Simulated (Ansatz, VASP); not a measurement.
**CdHgS2: VASP beside Ansatz**

Contents of INCAR:

```
ALGO = Normal
EDIFF = 1E-6
ENCUT = 520
GGA = PE
ISIF = 2
ISMEAR = 0
LASPH = True
LCHARG = False
LREAL = False
LWAVE = False
NBANDS = 26
NELM = 100
PREC = Accurate
SIGMA = 0.01
```

The input KPOINTS:

```
k-points
0
Gamma
  6 6 4
```

File POSCAR:

```
CdHgS2
1.0
    4.2185874150      0.0000000000      0.0000000000
    0.0000000000      4.2185874150      0.0000000000
    0.0000000000      0.0000000000      5.9417787600
Cd S Hg
1 2 1
Direct
    0.0000000000      0.0000000000      0.0000000000
    0.0000000000      0.5000000000      0.2462934548
    0.5000000000      0.0000000000      0.7537065452
    0.5000000000      0.5000000000      0.5000000000
```

Input for Ansatz:

```yaml
crystal:
  lattice:
    - [4.218587415, 0.0, 0.0]
    - [0.0, 4.218587415, 0.0]
    - [0.0, 0.0, 5.94177876]
  atoms:
    - { symbol: Cd, position: [0.0, 0.0, 0.0] }
    - { symbol: S, position: [0.0, 0.5, 0.2462934548] }
    - { symbol: Hg, position: [0.5, 0.5, 0.5] }
    - { symbol: S, position: [0.5, 0.0, 0.7537065452] }
kpoints:
  mp_grid: { grid: [6, 6, 4] }
hamiltonian:
  xc: pbe
scf:
  occupations: { method: fixed }
  n_extra_bands: 5
output:
  forces: true
  stress: true
  eigenvalues: true
```

Alike in both runs: task single point; functional PBE; k mesh 6 × 6 × 4; no spin polarisation.

|  | VASP | Ansatz |
| --- | --- | --- |
| version | VASP 6.6.1 | Ansatz 0.2.0 |
| potentials or method | VASP PAW PBE potentials, release 64 (Cd, S, Hg) | plane waves, PAW |
| plane-wave cutoff (eV) | 520 | 420 |
| occupations | gaussian, width 0.01 eV | fixed |
| valence electrons in the cell | 36 | 52 |

Ansatz gave:

- gap on the k mesh at the Fermi level (eV): 0.22
- pressure (GPa): 0.0

Which values does VASP return?

gap on the k mesh at the Fermi level (eV): 0.22; pressure (GPa): 0.3.

VASP's potentials hold 36 valence electrons a cell and Ansatz's 52, so a difference there can come from the potentials and not from the codes.

Neither program's run includes spin-orbit coupling.
